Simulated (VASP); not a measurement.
**GaCoC4N4: single point with PBE**

GaCoC4N4:

```
Ga Co C N
1.0
     5.70983    0.00000    0.00000
     0.00000    5.70983    0.00000
     0.00000    0.00000    5.70983
Ga Co C N
1 1 4 4
Cartesian
  2.8549 2.8549 2.8549
  0.0000 0.0000 0.0000
  1.0870 1.0870 1.0870
  1.0870 4.6228 4.6228
  4.6228 1.0870 4.6228
  4.6228 4.6228 1.0870
  1.7672 1.7672 1.7672
  1.7672 3.9426 3.9426
  3.9426 1.7672 3.9426
  3.9426 3.9426 1.7672
```

```json
{"Program": "VASP 6.6.1", "Task": "single point", "Functional": "PBE", "Potentials or basis": "VASP PAW PBE potentials, release 64 (Ga_d, Co, C, N)", "Cutoff": "520 eV", "k mesh": "4 × 4 × 4", "Occupations": "gaussian, width 0.1 eV", "Spin": "collinear spin, ferromagnetic start", "Starting moments": "[0.0, 3.0, 0.0, 0.0, 0.0, 0.0, 0.0, 0.0, 0.0, 0.0] μB"}
```

```yaml
Pressure: 0.1 GPa
Largest_force: 0.358 eV/Å
Band_gap_on_the_k_mesh: zero (filled and empty bands overlap)
Net_moment: 2.00 μB per cell
Site_moments: Ga +0.00; Co +1.56; C +0.01; N +0.04 μB
Valence_electrons_inside_the_program's_atomic_spheres: Ga 11.79; Co 8.52; C 2.54; N 3.94
```

Forces in eV/Å, atoms in the order of the input:
```
Ga   0.000  0.000  0.000
Co   0.000  0.000  0.000
C   -0.186 -0.186 -0.186
C   -0.186  0.186  0.186
C    0.186 -0.186  0.186
C    0.186  0.186 -0.186
N    0.207  0.207  0.207
N    0.207 -0.207 -0.207
N   -0.207  0.207 -0.207
N   -0.207 -0.207  0.207
```

Levels at points of the mesh, in eV from the Fermi level:
Spin up:
```tsv
k point	band 26	band 27	band 28	band 29	band 30	band 31	band 32	band 33	band 34	band 35
(0.00, 0.00, 0.00)	-2.10	-2.10	-1.47	-1.47	-1.47	2.88	2.88	2.88	3.53	3.53
(0.50, 0.00, 0.00)	-2.13	-1.99	-1.33	-1.14	-1.14	2.80	2.80	3.16	3.20	3.99
(0.50, 0.50, 0.00)	-2.11	-1.99	-1.31	-1.10	-1.10	3.05	3.20	3.20	3.21	3.87
(0.50, 0.50, 0.50)	-2.08	-2.08	-1.35	-1.35	-1.35	3.28	3.28	3.28	3.65	3.65
```
Spin down:
| k point | band 25 | band 26 | band 27 | band 28 | band 29 | band 30 | band 31 | band 32 |
| --- | --- | --- | --- | --- | --- | --- | --- | --- |
| (0.00, 0.00, 0.00) | -4.34 | -1.32 | -1.32 | -0.25 | -0.25 | -0.25 | 3.38 | 3.38 |
| (0.50, 0.00, 0.00) | -4.37 | -1.36 | -1.21 | -0.04 | 0.14 | 0.14 | 3.05 | 3.05 |
| (0.50, 0.50, 0.00) | -4.36 | -1.35 | -1.22 | 0.02 | 0.19 | 0.19 | 3.24 | 3.35 |
| (0.50, 0.50, 0.50) | -4.18 | -1.32 | -1.32 | -0.05 | -0.05 | -0.05 | 3.68 | 3.68 |

Wall time 4.2 min on 1 thread of Intel(R) Xeon(R) Platinum 8259CL CPU @ 2.50GHz (Skylake/Cascade Lake) (shared host), peak memory 0.39 GiB.

Caveat: a cell with one magnetic atom can't hold antiferromagnetic order, which such compounds often take. With open d or f shells a metallic result of PBE can be an artefact of self-interaction; +U or a hybrid may open a gap.
